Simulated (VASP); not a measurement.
Runs of VASP 6.6.1 on W. The structure is that of space group Fm-3m (No. 225), or close to it. The cells are those of the table. 

```tsv
cell	gap on the mesh (eV)	pressure (GPa)
a = 2.381 Å, angles 60.0°, 1 atom	none	451.2
a = 2.736 Å, angles 60.0°, 1 atom	none	(a)
a = 2.628 Å, angles 60.0°, 1 atom	none	116.4
a = 2.511 Å, angles 60.0°, 1 atom	none	(b)
a = 2.855 Å, angles 60.0°, 1 atom	none	0.5
```

Alike in all rows: task single point; level PBE; potentials or basis VASP PAW PBE potentials, release 64 (W_sv); no spin polarisation; k mesh 18 × 18 × 18; cutoff (eV) 520; smearing fermi-dirac 0.1 eV.

Estimate the missing entries.

(a) 47.8; (b) 234.5.

Caveats: spin-orbit coupling is left out, which moves the levels of the heavy elements.

A k mesh can miss the band edges, and the runs leave out spin-orbit coupling on W.

A gap of «none» marks levels without a gap at the run's occupations.
